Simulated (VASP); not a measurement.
Set up this calculation in VASP 6.6.1, as the native input.

```
Task                    : density of states
Functional              : LDA
Potentials or basis     : VASP PAW LDA potentials, release 64 (Ag)
Cutoff                  : 520 eV
k mesh                  : 16 × 16 × 16
Occupations             : fermi-dirac, width 0.1 eV
Spin                    : no spin polarisation
Dipole correction       : no
k mesh for the DOS      : 24 × 24 × 24
Occupations for the DOS : tetrahedron
Further INCAR settings  : ALGO = Normal; EDIFF = 1e-06
```

Crystal: Ag.

```
Ag
1.0
     2.49742    0.00000    0.00000
     0.00000    2.49742    0.00000
     0.00000    0.00000    2.49742
Ag
1
Direct
  0.00000 0.00000 0.00000
```

This cell differs from its parent crystal: volume scaled by 0.84.

One way to write it, as run:

POSCAR

```
Ag
1.0
    2.4974226260      0.0000000000      0.0000000000
    0.0000000000      2.4974226260      0.0000000000
    0.0000000000      0.0000000000      2.4974226260
Ag
1
Direct
    0.0000000000      0.0000000000      0.0000000000
```

INCAR.step1

```
SYSTEM = Ag
ALGO = Normal
EDIFF = 1E-6
ENCUT = 520
GGA = CA
ISIF = 2
ISMEAR = -1
LASPH = .True.
LCHARG = .True.
LMAXMIX = 4
LREAL = .False.
LWAVE = .False.
NBANDS = 12
NELM = 100
PREC = Accurate
SIGMA = 0.1
```

KPOINTS.step1

```
k-points
0
Gamma
  16 16 16
  0 0 0
```

INCAR.step2

```
SYSTEM = Ag
ALGO = Normal
EDIFF = 1E-6
ENCUT = 520
GGA = CA
ICHARG = 11
ISIF = 2
ISMEAR = -5
LASPH = .True.
LCHARG = .False.
LMAXMIX = 4
LORBIT = 10
LREAL = .False.
LWAVE = .False.
NEDOS = 1001
NELM = 100
PREC = Accurate
SIGMA = 0.1
```

KPOINTS.step2

```
k-points
0
Gamma
  24 24 24
  0 0 0
```

Potentials or basis: VASP PAW LDA potentials, release 64 (Ag).

Run with:

```sh
$ cat potpaw_LDA.64/Ag/POTCAR > POTCAR
$ cp INCAR.step1 INCAR
$ cp KPOINTS.step1 KPOINTS
$ mpirun -np 1 vasp_std > vasp.out
$ cp INCAR.step2 INCAR
$ cp KPOINTS.step2 KPOINTS
$ mpirun -np 1 vasp_std > vasp.out
```

It gave:

| Item | Value |
| --- | --- |
| Valence electrons inside the program's atomic spheres | Ag 10.17 |

It took 29 s on 1 thread of Intel Xeon 6975P-C, with other jobs on the host, peak memory 0.19 GiB.
